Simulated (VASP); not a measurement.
# Os (Fd-3m) in VASP: notebook

The runs below take Os through single point, with LDA.

Everything below comes from runs of VASP 6.6.1. Logs are shortened: lines on timing, memory, paths and dates and some standing lists are left out, and cuts for length are marked.

### 1 The cell of the first run

It takes space group Fd-3m (No. 227, cubic). Conventional cell: a = 4.993 Å, b = 4.993 Å, c = 4.993 Å, α = 90.00°, β = 90.00°, γ = 90.00°. Os (site symmetry -43m) has 4 Os at 2.16 Å within 2.9 Å.

### 2 Single point, LDA (volume scaled by 0.76)

INCAR reads:

```
SYSTEM = Os
PREC = Accurate
ENCUT = 520
EDIFF = 1E-7
ISMEAR = -1
SIGMA = 0.05
LREAL = .False.
LASPH = .True.
NELM = 100
ALGO = Normal
ISIF = 2
LWAVE = .False.
LCHARG = .False.
GGA = CA
NBANDS = 15
```

KPOINTS reads:

```
regular mesh
0
Gamma
  13 13 13
  0 0 0
```

POSCAR reads:

```
Os
1.0
    0.0000000000      2.4966339541      2.4966339541
    2.4966339541      0.0000000000      2.4966339541
    2.4966339541      2.4966339541      0.0000000000
Os
2
Direct
   -0.1250000000     -0.1250000000     -0.1250000000
    0.1250000000      0.1250000000      0.1250000000
```

Potentials or basis: VASP PAW LDA potentials, release 64 (Os).

Launch:

```
$ cat potpaw_LDA.64/Os/POTCAR > POTCAR
$ mpirun -np 1 vasp_std > vasp.out
```

OUTCAR:

```text
SYSTEM = Os
   PREC = Accurate
   ENCUT = 520
   EDIFF = 1E-7
   ISMEAR = -1
   LREAL = .False.
   LASPH = .True.
   NELM = 100
   ISIF = 2
   GGA = CA

 ion  position               nearest neighbor table
   1  0.875  0.875  0.875-   2 2.16   2 2.16   2 2.16   2 2.16
   2  0.125  0.125  0.125-   1 2.16   1 2.16   1 2.16   1 2.16

  LATTYP: Found a face centered cubic cell.
 ALAT       =     4.9932679082

  Lattice vectors:

 A1 = (   0.0000000000,   2.4966339541,   2.4966339541)
 A2 = (   2.4966339541,   0.0000000000,   2.4966339541)
 A3 = (   2.4966339541,   2.4966339541,   0.0000000000)

Analysis of symmetry for initial positions (statically):
=====================================================================
 Subroutine PRICEL returns:
 Original cell was already a primitive cell.

 Routine SETGRP: Setting up the symmetry group for a
 face centered cubic supercell.

 Subroutine GETGRP returns: Found 48 space group operations
 (whereof 12 operations were pure point group operations)
 out of a pool of 48 trial point group operations.

The static configuration has the point symmetry D_3d.
 The point group associated with its full space group is O_h .

Analysis of symmetry for dynamics (positions and initial velocities):
=====================================================================
 Subroutine PRICEL returns:
 Original cell was already a primitive cell.

 Routine SETGRP: Setting up the symmetry group for a
 face centered cubic supercell.

 Subroutine GETGRP returns: Found 48 space group operations
 (whereof 12 operations were pure point group operations)
 out of a pool of 48 trial point group operations.

The dynamic configuration has the point symmetry D_3d.
 The point group associated with its full space group is O_h .

 Subroutine INISYM returns: Found 48 space group operations
 (whereof 12 operations are pure point group operations),
 and found     1 'primitive' translations

----------------------------------------------------------------------------------------

                                     Primitive cell

  volume of cell :      31.1239

  direct lattice vectors                    reciprocal lattice vectors
     0.000000000  2.496633954  2.496633954    -0.200269647  0.200269647  0.200269647
     2.496633954  0.000000000  2.496633954     0.200269647 -0.200269647  0.200269647
     2.496633954  2.496633954  0.000000000     0.200269647  0.200269647 -0.200269647

  length of vectors
     3.530773598  3.530773598  3.530773598     0.346877203  0.346877203  0.346877203

  position of ions in fractional coordinates (direct lattice)
     0.875000000  0.875000000  0.875000000
     0.125000000  0.125000000  0.125000000

  ion indices of the primitive-cell ions
   primitive index   ion index
                 1           1
                 2           2

----------------------------------------------------------------------------------------

 KPOINTS: regular mesh

Automatic generation of k-mesh.
 Grid dimensions read from file:
 generate k-points for:   13   13   13

 Generating k-lattice:

  Cartesian coordinates                     Fractional coordinates (reciprocal lattice)
    -0.015405357  0.015405357  0.015405357     0.076923077  0.000000000  0.000000000
     0.015405357 -0.015405357  0.015405357     0.000000000  0.076923077  0.000000000
     0.015405357  0.015405357 -0.015405357     0.000000000  0.000000000  0.076923077

  Length of vectors
     0.026682862  0.026682862  0.026682862

  Shift w.r.t. Gamma in fractional coordinates (k-lattice)
     0.000000000  0.000000000  0.000000000

 Subroutine IBZKPT returns following result:
 ===========================================

 Found     84 irreducible k-points:

 Following reciprocal coordinates:
            Coordinates               Weight
  0.000000  0.000000  0.000000      1.000000
  0.076923  0.000000  0.000000      8.000000
  0.153846  0.000000  0.000000      8.000000
  0.230769  0.000000  0.000000      8.000000
  0.307692  0.000000  0.000000      8.000000
  0.384615  0.000000  0.000000      8.000000
[... 16 lines left out ...]
  0.384615  0.153846  0.000000     24.000000
  0.461538  0.153846  0.000000     24.000000
 [... further k-points ...]
   k-points           NKPTS =     84   k-points in BZ     NKDIM =     84   number of bands    NBANDS=     15
   number of dos      NEDOS =    301   number of ions     NIONS =      2
   total plane-waves  NPLWV =  21952
   dimension x,y,z NGX =    28 NGY =   28 NGZ =   28
   dimension x,y,z NGXF=    56 NGYF=   56 NGZF=   56
   ions per type =               2
   NGX,Y,Z   is equivalent  to a cutoff of  13.18, 13.18, 13.18 a.u.
   NGXF,Y,Z  is equivalent  to a cutoff of  26.37, 26.37, 26.37 a.u.
 SYSTEM =  Os
   PREC   = accura    normal or accurate (medium, high low for compatibility)
   ISTART =      0    job   : 0-new  1-cont  2-samecut
   ICHARG =      2    charge: 1-file 2-atom 10-const
   ISPIN  =      1    spin polarized calculation?
   LNONCOLLINEAR =      F non collinear calculations
   LSORBIT =      F    spin-orbit coupling
   LASPH  =      T    aspherical Exc in radial PAW
   ENCUT  =  520.0 eV  38.22 Ry    6.18 a.u.   6.56  6.56  6.56*2*pi/ulx,y,z
   NELM   =    100;   NELMIN=  2; NELMDL= -5     # of ELM steps
   EDIFF  = 0.1E-06   stopping-criterion for ELM
   LREAL  =      F    real-space projection
   EDIFFG = 0.1E-05   stopping-criterion for IOM
   NSW    =      0    number of steps for IOM
   IBRION =     -1    ionic relax: 0-MD 1-quasi-New 2-CG
   NFREE  =      0    steps in history (QN), initial steepest desc. (CG)
   ISIF   =      2    stress and relaxation
   ISYM   =      2    0-nonsym 1-usesym 2-fastsym
   POTIM  = 0.5000    time-step for ionic-motion
   TEBEG  =    0.0;   TEEND  =   0.0 temperature during run
   PSTRESS=    0.0 pullay stress
   NELECT =      16.0000    total number of electrons
   NUPDOWN=      -1.0000    fix difference up-down
   EMIN   =  10.00;   EMAX   =-10.00  energy-range for DOS
   EFERMI =   0.00;   METHOD = LEGACY
   ISMEAR =    -1;   SIGMA  =   0.05  broadening in eV -4-tet -1-fermi 0-gaus
   EFERMI_NEDOS =   21; number of points for ismear=-14 and -15
   IALGO  =     38    algorithm
   IMIX   =      4    mixing-type and parameters
     AMIX     =   0.40;   BMIX     =  1.00
     AMIX_MAG =   1.60;   BMIX_MAG =  1.00
  volume/ion in A,a.u.               =      15.56       105.02
  Fermi-wavevector in a.u.,A,eV,Ry     =   1.311445  2.478271 23.400483  1.719887
  Thomas-Fermi vector in A             =   2.441906
   LORBIT       =      0    0 simple, 1 ext, 2 COOP (PROOUT), +10 PAW based schemes
   GGA     = CA    functional components
   LHFCALC =     F    Hartree Fock is set to
   AEXX    =    0.0000 exact exchange contribution
   IVDW    =     0    specifies the selected vdW correction
   LEPSILON=     F    determine dielectric tensor
   LRPA    =     F    only Hartree local field effects (RPA)
 non-spin polarized calculation
  energy-cutoff  :      520.00
  volume of cell :       31.12
 maximum number of plane-waves:       872
   NGX = 13   NGY = 13   NGZ = 13

 number of electron      16.0000001 magnetization

 Free energy of the ion-electron system (eV)
  ---------------------------------------------------
  ext. energy  EPLUGINS =         0.00000000
  ---------------------------------------------------
  free energy    TOTEN  =       -19.81658610 eV

  energy without entropy =      -19.80922971  energy(sigma->0) =      -19.81290790

 E-fermi :   8.1332     XC(G=0): -13.1120

 val. band max:        8.1219816935   @ k =  -0.4615   0.1538   0.0769
 cond. band min:       8.1517728463   @ k =   0.2308   0.2308   0.0000
 fundamental gap:      0.0297911528
 Fermi energy:         8.1331842166

 k-point     1 :       0.0000    0.0000    0.0000
  band No.  band energies     occupation
      1      -1.4954      2.00000
      2       1.6902      2.00000
      3       1.6902      2.00000
      4       3.3351      2.00000
      5       3.3351      2.00000
      6       3.3351      2.00000
      7       7.3912      2.00000
      8       7.3912      2.00000
      9       7.3912      2.00000
     10      12.3465      0.00000
     11      12.3465      0.00000
     12      20.1331      0.00000
     13      21.7754      0.00000
     14      21.7754      0.00000
     15      21.7946      0.00000

 k-point     2 :       0.0769    0.0000    0.0000
  band No.  band energies     occupation
      1      -1.3408      2.00000
      2       1.6199      2.00000
      3       1.6199      2.00000
      4       3.3030      2.00000
      5       3.4737      2.00000
      6       3.4737      2.00000
      7       7.1621      2.00000
      8       7.3532      2.00000
      9       7.3532      2.00000
     10      12.3227      0.00000
     11      12.3227      0.00000
     12      19.6714      0.00000
     13      21.8600      0.00000
     14      21.8600      0.00000
     15      22.0581      0.00000

 k-point     3 :       0.1538    0.0000    0.0000
  band No.  band energies     occupation
      1      -0.8974      2.00000
      2       1.5038      2.00000
      3       1.5038      2.00000
      4       3.2211      2.00000
      5       3.7383      2.00000
      6       3.7383      2.00000
      7       6.5881      2.00000
      8       7.3066      2.00000
      9       7.3066      2.00000
     10      12.2423      0.00000
     11      12.2423      0.00000
     12      19.1579      0.00000
     13      21.5617      0.00000
     14      22.1042      0.00000
     15      22.1042      0.00000
[... 343 lines left out ...]
 k-point    23 :       0.3846    0.1538    0.0000
  band No.  band energies     occupation
      1       0.7743      2.00000
      2       1.1462      2.00000
      3       2.6346      2.00000
      4       2.6439      2.00000
      5       2.9299      2.00000
      6       4.4581      2.00000
      7       5.6331      2.00000
      8       7.6154      1.99994
      9       8.7040      0.00002
     10      10.3786      0.00000
     11      12.3527      0.00000
     12      15.2443      0.00000
     13      18.9605      0.00000
     14      19.4580      0.00000
     15      20.8636      0.00000

 k-point    24 :       0.4615    0.1538    0.0000
  band No.  band energies     occupation
      1       0.9013      2.00000
      2       1.4988      2.00000
      3       2.4462      2.00000
      4       2.5882      2.00000
      5       3.0275      2.00000
      6       4.2188      2.00000
      7       6.1858      2.00000
      8       7.9657      1.93219
      9       8.7038      0.00002
     10      10.6701      0.00000
     11      11.8164      0.00000
     12      13.2132      0.00000
     13      18.7257      0.00000
     14      19.2565      0.00000
     15      20.3855      0.00000

 [... further k-points ...]
[... 5 lines left out ...]
  --------------------------------------------------------------------------------------
  -------------------------------------------------------------------------------------
  Total       21.2941157     21.2941157     21.2941157      0.0000000      0.0000000      0.0000000
  in kB     1096.1641110   1096.1641110   1096.1641110      0.0000000      0.0000000      0.0000000
  external PRESSURE =    1096.1641110 kB  Pullay stress =       0.0000000 kB

 VOLUME and BASIS-vectors are now :
 -----------------------------------------------------------------------------
  energy-cutoff  :      520.00
  volume of cell :       31.12
      direct lattice vectors                 reciprocal lattice vectors
     0.000000000  2.496633954  2.496633954    -0.200269647  0.200269647  0.200269647
     2.496633954  0.000000000  2.496633954     0.200269647 -0.200269647  0.200269647
     2.496633954  2.496633954  0.000000000     0.200269647  0.200269647 -0.200269647

 POSITION                                       TOTAL-FORCE (eV/Angst)
 -----------------------------------------------------------------------------------
      4.36911      4.36911      4.36911        -0.000000     -0.000000     -0.000000
      0.62416      0.62416      0.62416         0.000000      0.000000      0.000000
 -----------------------------------------------------------------------------------
    total drift:                                0.000000     -0.000000     -0.000000

  FREE ENERGIE OF THE ION-ELECTRON SYSTEM (eV)
  ---------------------------------------------------
  free  energy   TOTEN  =       -19.8165860986 eV

  energy  without entropy=      -19.8092297111  energy(sigma->0) =      -19.81290790
```

Wall time 19 s (1 thread of Intel Xeon Platinum 8488C (Sapphire Rapids), shared host); peak memory 0.16 GiB.

Results:

```yaml
Free_energy: -19.8166 eV
Pressure: 109.6 GPa
Band_gap_on_the_k_mesh: zero (band 8 reaches 8.94 eV, above the bottom of band 9 at 7.31 eV)
```

Levels at points of the mesh, in eV from the Fermi level:
```tsv
k point	band 6	band 7	band 8	band 9	band 10	band 11
(0.00, 0.00, 0.00)	-4.80	-0.74	-0.74	-0.74	4.21	4.21
```

Caveat: spin-orbit coupling is left out, which moves the levels of the heavy elements.

### 3 Single point, LDA (volume scaled by 0.76)

INCAR reads:

```
SYSTEM = Os
ALGO = Normal
EDIFF = 1E-6
ENCUT = 520
ISIF = 2
ISMEAR = -1
LASPH = .TRUE.
LCHARG = .FALSE.
LREAL = .FALSE.
LWAVE = .FALSE.
NBANDS = 15
NELM = 100
PREC = Accurate
SIGMA = 0.05
```

KPOINTS reads:

```
k-points
0
G
  13 13 13
  0 0 0
```

POSCAR is that of step 2.

Potentials or basis: VASP PAW LDA potentials, release 64 (Os).

Launch:

```
$ cat potpaw_LDA.64/Os/POTCAR > POTCAR
$ mpirun -np 1 vasp_std > vasp.out
```

Wall time 23 s (1 thread of Intel Xeon Platinum 8488C (Sapphire Rapids), shared host); peak memory 0.16 GiB.

It converged, with:

* Free energy: -19.8166 eV
* Pressure: 109.6 GPa
* Band gap on the k mesh: zero (band 8 reaches 8.94 eV, above the bottom of band 9 at 7.31 eV)

Levels at points of the mesh, in eV from the Fermi level:
| k point | band 4 | band 5 | band 6 | band 7 | band 8 | band 9 | band 10 | band 11 | band 12 | band 13 |
| --- | --- | --- | --- | --- | --- | --- | --- | --- | --- | --- |
| (0.00, 0.00, 0.00) | -4.80 | -4.80 | -4.80 | -0.74 | -0.74 | -0.74 | 4.21 | 4.21 | 12.00 | 13.64 |

Caveat: spin-orbit coupling is left out, which moves the levels of the heavy elements.

(Part 1 of 2 ends here.)
